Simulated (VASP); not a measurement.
Cu, 5 atoms in the cell. The cell holds a slab with vacuum, 5 atoms: a = 2.488 Å, b = 2.488 Å, c = 23.036 Å, α = 90.00°, β = 90.00°, γ = 90.00°. 

```yaml
Program: VASP 6.6.1
Task: relaxation of the atoms
Functional: LDA
Potentials_or_basis: VASP PAW LDA potentials, release 64 (Cu)
Cutoff: 520 eV
k_mesh: 13 × 13 × 1
Occupations: fermi-dirac, width 0.1 eV
Spin: no spin polarisation
Dipole_correction: yes
Further_INCAR_settings: ALGO = Normal; EDIFF = 1e-06; IBRION = 2; EDIFFG = -0.01; NSW = 32
```

Potentials or basis: VASP PAW LDA potentials, release 64 (Cu).

Command:

```sh
$ cat potpaw_LDA.64/Cu/POTCAR > POTCAR
$ mpirun -np 1 vasp_std > vasp.out
```

Hardware: 1 thread of Oxide Virtual Turin-like Processor (shared host).

How long does it take, and how much memory?

Wall time 6.1 min on 1 thread of Oxide Virtual Turin-like Processor (shared host), peak memory 0.22 GiB. Counts: scf iterations 50, k points 28, ion steps 5.
